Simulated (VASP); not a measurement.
A run of VASP 6.6.1:

File INCAR:

```
PREC = Accurate
ENCUT = 520
EDIFF = 1E-6
ISMEAR = 0
SIGMA = 0.1
LREAL = False
LASPH = True
NELM = 80
ALGO = Normal
ISIF = 2
LWAVE = False
LCHARG = False
GGA = PE
NBANDS = 41
```

The input KPOINTS:

```
Automatic mesh
0
Gamma
  4 4 4
```

POSCAR

```
BeZn3Se4
1.0
    5.4764350500      0.0000000000      0.0000000000
    0.0000000000      5.4764350500      0.0000000000
    0.0000000000      0.0000000000      5.4764350500
Be Zn Se
1 3 4
Direct
    0.0000000000      0.0000000000      0.0000000000
    0.0000000000      0.5000000000      0.5000000000
    0.5000000000      0.0000000000      0.5000000000
    0.5000000000      0.5000000000      0.0000000000
    0.2500000000      0.2500000000      0.7500000000
    0.2500000000      0.7500000000      0.2500000000
    0.7500000000      0.2500000000      0.2500000000
    0.7500000000      0.7500000000      0.7500000000
```

Potentials or basis: VASP PAW PBE potentials, release 64 (Be, Zn, Se).

The run is started by

```bash
$ cat potpaw_PBE.64/Be/POTCAR potpaw_PBE.64/Zn/POTCAR potpaw_PBE.64/Se/POTCAR > POTCAR
$ mpirun -np 1 vasp_std > vasp.out
```

Hardware: 1 thread of Intel(R) Xeon(R) Platinum 8488C (Sapphire Rapids), with other jobs on the host.

Task: Estimate the wall time of this run.

Result: It took 51 s on 1 thread of Intel(R) Xeon(R) Platinum 8488C (Sapphire Rapids), on a shared host, peak memory 0.28 GiB. Counts: scf iterations 14, k points 10.
